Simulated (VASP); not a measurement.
# Li2Se: single point with HSE06

Li2Se:

```
Li Se
1.0
     0.00000    2.99350    2.99350
     2.99350    0.00000    2.99350
     2.99350    2.99350    0.00000
Li Se
2 1
Direct
  0.75000 0.75000 0.75000
  0.25000 0.25000 0.25000
  0.00000 0.00000 0.00000
```

* Program: VASP 6.6.1
* Task: single point
* Functional: HSE06
* Potentials or basis: VASP PAW PBE potentials, release 64 (Li_sv, Se)
* Cutoff: 650 eV
* k mesh: 6 × 6 × 6
* Occupations: gaussian, width 0.01 eV
* Spin: no spin polarisation
* Dipole correction: no
* Grid for exact exchange (PRECFOCK): Normal
* Further INCAR settings: ALGO = Normal; EDIFF = 1e-06; NBANDS = 13
* Share of exact exchange: 0.25
* Screening parameter: 0.2079 1/Å

```json
{"Pressure": "-0.5 GPa", "Band gap on the k mesh": "3.83 eV (least direct gap 4.39 eV)"}
```

Levels at points of the mesh, in eV from the valence-band top:
```
           k point  band 3  band 4  band 5  band 6  band 7  band 8  band 9  band 10
(0.00, 0.00, 0.00)  -12.49    0.00    0.00    0.00    4.39    6.67    6.67     6.67
(0.50, 0.00, 0.00)  -12.05   -3.19   -0.57   -0.57    6.19    6.99    6.99     9.07
(0.50, 0.50, 0.00)  -11.92   -2.53   -1.56   -1.56    3.83    7.22   11.68    11.68
```

Run time: 67 min on 1 thread of Oxide Virtual Turin-like Processor (shared host), peak memory 0.31 GiB.

Caveat: the PAW data sets were made with another functional, which shifts forces and pressure a little. A k mesh can miss the band edges.
